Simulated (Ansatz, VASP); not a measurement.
# Two plane-wave programs on MoS2

```xyz
3
Lattice="3.2275 0.0000 0.0000 -1.6137 2.7951 0.0000 0.0000 0.0000 6.3125" Properties=species:S:1:pos:R:3 pbc="T T T"
Mo    0.0000    0.0000    3.1562
S     0.0000    1.8634    1.6117
S     1.6137    0.9317    4.7008
```

Alike in both runs: task single point; functional PBEsol; k mesh 8 × 8 × 4; no spin polarisation.

|  | VASP | Ansatz |
| --- | --- | --- |
| version | VASP 6.6.1 | Ansatz 0.2.0 |
| potentials or method | VASP PAW PBE potentials, release 64 (Mo_sv, S), cutoff 520 eV | plane waves, PAW |
| occupations | methfessel-paxton of order 1, width 0.1 eV | cold |
| valence electrons in the cell | 26 | 26 |

```tsv
	VASP	Ansatz	Ansatz less VASP
pressure (GPa)	-3.4	-3.4	-0.01
traceless stress, the component that is largest in VASP (GPa)	2.16	2.13	-0.034
rms of the force components (eV/Å)	0.004	0.001	-0.0031
```

VASP's potentials were made for PBE, not for PBEsol. Atom by atom the forces differ by 0.003 eV/Å (rms over components).
